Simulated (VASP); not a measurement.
Set up this calculation in VASP 6.6.1, as the native input.

```yaml
Task: relaxation of cell and atoms
Functional: PBE
Potentials_or_basis: VASP PAW PBE potentials, release 64 (Sc_sv)
Cutoff: 600 eV
k_mesh: 12 × 12 × 12
Occupations: fermi-dirac, width 0.1 eV
Spin: no spin polarisation
Target_pressure: 32 GPa
Dipole_correction: no
Further_INCAR_settings: ALGO = Normal; EDIFF = 1e-07; IBRION = 2; EDIFFG = -0.005; NSW = 60; ISIF = 3
```

The structure of Sc lies in POSCAR:

```
Sc
1.0
    0.0000000000      2.6797236490      2.6797236490
    2.6797236490      0.0000000000      2.6797236490
    2.6797236490      2.6797236490      0.0000000000
Sc
2
Direct
   -0.1250000000     -0.1250000000     -0.1250000000
    0.1250000000      0.1250000000      0.1250000000
```

One way to write it, as run:

INCAR

```
PREC = Accurate
ENCUT = 600
EDIFF = 1E-7
ISMEAR = -1
SIGMA = 0.1
LREAL = False
LASPH = True
NELM = 100
ALGO = Normal
ISIF = 3
LWAVE = False
LCHARG = False
GGA = PE
IBRION = 2
NSW = 60
EDIFFG = -0.005
PSTRESS = 320.0
```

KPOINTS

```
regular mesh
0
Gamma
  12 12 12
```

Potentials or basis: VASP PAW PBE potentials, release 64 (Sc_sv).

The run is started by

```sh
$ cat potpaw_PBE.64/Sc_sv/POTCAR > POTCAR
$ mpirun -np 1 vasp_std > vasp.out
```

Results of the run:

```
Relaxed volume                                         : 15.62 Å³/atom
Relaxed cell                                           : a = 3.535 Å, b = 3.535 Å, c = 3.535 Å, α = 60.00°, β = 60.00°, γ = 60.00°
Space group after relaxing (to 0.05 Å)                 : Fd-3m (No. 227)
Energy change on relaxing (the enthalpy is what falls) : +459.7 meV/atom
Ionic steps                                            : 7
Pressure after relaxing                                : 32.0 GPa
Band gap on the k mesh                                 : zero (band 11 reaches 7.41 eV, above the bottom of band 12 at 5.99 eV)
```

Caveat: the cell is relaxed towards a set pressure, so the enthalpy falls and the energy may rise; the volume moved by over 15 % at a fixed basis, so the end points are rough.

Wall time 110 s on 1 thread of Intel(R) Xeon(R) 6975P-C (Granite Rapids), on a shared host, peak memory 0.2 GiB.
